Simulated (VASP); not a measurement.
# Al5Cu: single point with PBE

The system is Al5Cu.

```xyz
6
Lattice="2.7812 0.0000 0.0000 -1.3906 2.4086 0.0000 0.0000 0.0000 13.1430" Properties=species:S:1:pos:R:3 pbc="T T T"
Al    0.0000    0.0000    0.0000
Al    0.0000    1.6057   10.8565
Al    1.3906    0.8029    8.5722
Al    0.0000    1.6057    4.5708
Al    1.3906    0.8029    2.2865
Cu    0.0000    0.0000    6.5715
```

This cell differs from its parent crystal: volume scaled by 0.94, then relaxed in part.

```yaml
Program: VASP 6.6.1
Task: single point
Functional: PBE
Potentials_or_basis: VASP PAW PBE potentials, release 64 (Al, Cu)
Cutoff: 520 eV
k_mesh: 18 × 18 × 4
Occupations: gaussian, width 0.1 eV
Spin: no spin polarisation
Dipole_correction: no
Further_INCAR_settings: ALGO = Fast; EDIFF = 1e-07; NBANDS = 22
```

```
Pressure               : 6.2 GPa
Largest force          : 0.017 eV/Å
Band gap on the k mesh : zero (band 13 reaches 11.43 eV, above the bottom of band 14 at 7.23 eV)
```

Forces on the atoms (eV/Å):
```
Al   0.000  0.000  0.000
Al   0.000  0.000  0.002
Al   0.000  0.000  0.017
Al   0.000  0.000 -0.017
Al   0.000  0.000 -0.002
Cu   0.000  0.000  0.000
```

Levels at points of the mesh, in eV from the Fermi level:
```
           k point  band 10  band 11  band 12  band 13  band 14  band 15  band 16  band 17
(0.00, 0.00, 0.00)    -3.25    -3.25    -2.75     1.66     2.59     8.53     9.38    11.56
(0.50, 0.00, 0.00)    -2.69    -2.53    -2.53    -1.77    -0.96    -0.35     1.74     2.60
(0.00, 0.00, 0.50)    -3.25    -3.25    -1.40    -0.32     5.01     5.84    11.59    11.59
(0.50, 0.00, 0.50)    -3.01    -2.91    -2.69    -1.66    -0.15     0.05     0.78     1.11
```

It took 5.8 min on 1 thread of Intel(R) Xeon(R) 6975P-C (Granite Rapids), on a shared host, peak memory 0.39 GiB.
